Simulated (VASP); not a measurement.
A run of VASP 6.6.1 is set up as follows.

File POSCAR:

```
KCl
1.0
    0.0000000000      3.2034415000      3.1561000000
    3.2034415000      0.0000000000      3.1561000000
    3.2034415000      3.2034415000      0.0000000000
K Cl
1 1
Direct
    0.0000000000      0.0000000000      0.0000000000
    0.5000000000      0.5000000000      0.5000000000
```

Contents of INCAR.step1:

```
SYSTEM = KCl
PREC     = Accurate       ! precision mode
ENCUT    = 520            ! plane-wave cutoff, eV
ISMEAR   = 0              ! smearing method
SIGMA    = 0.05           ! smearing width, eV
LREAL    = .FALSE.        ! projectors in reciprocal space
LASPH    = .TRUE.         ! aspherical terms in the spheres
NELM     = 100            ! most SCF steps
NBANDS   = 15             ! bands
GGA      = PE             ! functional
ALGO     = Normal         ! electronic algorithm
EDIFF    = 1E-4           ! SCF threshold, eV
LWAVE    = .TRUE.         ! write WAVECAR
LCHARG   = .FALSE.        ! write CHGCAR
```

File INCAR.step2:

```
SYSTEM = KCl
PREC     = Accurate       ! precision mode
ENCUT    = 520            ! plane-wave cutoff, eV
EDIFF    = 1E-7           ! SCF threshold, eV
ISMEAR   = 0              ! smearing method
SIGMA    = 0.05           ! smearing width, eV
LREAL    = .FALSE.        ! projectors in reciprocal space
LASPH    = .TRUE.         ! aspherical terms in the spheres
NELM     = 100            ! most SCF steps
ALGO     = Normal         ! electronic algorithm
ISIF     = 2              ! what is computed and relaxed
LWAVE    = .FALSE.        ! write WAVECAR
LCHARG   = .TRUE.         ! write CHGCAR
METAGGA  = R2SCAN         ! meta-GGA
LMIXTAU  = .TRUE.       
LELF     = .TRUE.         ! ELF
LVHAR    = .TRUE.       
NBANDS   = 15             ! bands
ISTART   = 1
```

KPOINTS

```
regular mesh
0
G
  6 6 6
  0 0 0
```

Potentials or basis: VASP PAW PBE potentials, release 64 (K_sv, Cl).

Run with:

```console
$ cat potpaw_PBE.64/K_sv/POTCAR potpaw_PBE.64/Cl/POTCAR > POTCAR
$ cp INCAR.step1 INCAR
$ mpirun -np 1 vasp_std > vasp.out
$ cp INCAR.step2 INCAR
$ mpirun -np 1 vasp_std > vasp.out
```

**Question.** What does it give for the band gap on the k mesh?

**Answer.** 5.69 eV, direct.

**Question.** What does it give for the pressure?

**Answer.** -0.7 GPa.

Stress tensor (GPa, compression positive):
```
-0.86  0.00  0.00
 0.00 -0.86  0.00
 0.00  0.00 -0.36
```

Caveat: the cell differs from its parent crystal (strain +0.0150 x Voigt [1, 1, 0, 0, 0, 0]); the PAW data sets were made with another functional, which shifts forces and pressure a little.
